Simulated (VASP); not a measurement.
Set up this calculation in VASP 6.6.1, as the native input.

```
Task                   : single point
Functional             : PBE
Potentials or basis    : VASP PAW PBE potentials, release 64 (H, Pb_d, N, O)
Cutoff                 : 520 eV
k mesh                 : 4 × 6 × 4
Occupations            : gaussian, width 0.02 eV
Spin                   : no spin polarisation
Dipole correction      : no
Further INCAR settings : ALGO = Normal; EDIFF = 1e-06; NBANDS = 57
```

The structure of HPbNO4 lies in POSCAR:

```
HPbNO4
1.0
    6.8587741996      0.0000000000      0.0000000000
    0.0000000000      4.2286500000      0.0000000000
   -3.3910097476      0.0000000000      7.2745880918
H Pb N O
2 2 2 8
Direct
    0.2254900000      0.7500000000      0.5073000000
    0.7745100000      0.2500000000      0.4927000000
    0.3022940000      0.2500000000      0.2849380000
    0.6977060000      0.7500000000      0.7150620000
    0.2148410000      0.7500000000      0.8356690000
    0.7851590000      0.2500000000      0.1643310000
    0.3307820000      0.7500000000      0.4533850000
    0.4090940000      0.7500000000      0.8690130000
    0.1550830000      0.7500000000      0.9653670000
    0.0708280000      0.7500000000      0.6695510000
    0.6692180000      0.2500000000      0.5466150000
    0.5909060000      0.2500000000      0.1309870000
    0.8449170000      0.2500000000      0.0346330000
    0.9291720000      0.2500000000      0.3304490000
```

One way to write it, as run:

INCAR

```
PREC = Accurate ; ENCUT = 520
EDIFF = 1E-6 ; ISMEAR = 0
SIGMA = 0.02 ; LREAL = F
LASPH = T ; NELM = 80
ALGO = Normal ; ISIF = 2
LWAVE = F ; LCHARG = F
GGA = PE ; NBANDS = 57
```

KPOINTS

```
Automatic mesh
0
Gamma
  4 6 4
```

Potentials or basis: VASP PAW PBE potentials, release 64 (H, Pb_d, N, O).

The run is started by

```bash
$ cat potpaw_PBE.64/H/POTCAR potpaw_PBE.64/Pb_d/POTCAR potpaw_PBE.64/N/POTCAR potpaw_PBE.64/O/POTCAR > POTCAR
$ mpirun -np 1 vasp_std > vasp.out
```

It gave:

```yaml
Pressure: 0.6 GPa
Largest_force: 0.463 eV/Å
Band_gap_on_the_k_mesh: 3.05 eV (least direct gap 3.27 eV)
```

Caveat: the standard files for N, O and F lose accuracy on very short bonds; spin-orbit coupling is left out, which moves the levels of the heavy elements.

Run time: 17 min on 1 thread of AMD EPYC 7R13, with other jobs on the host, peak memory 0.54 GiB.
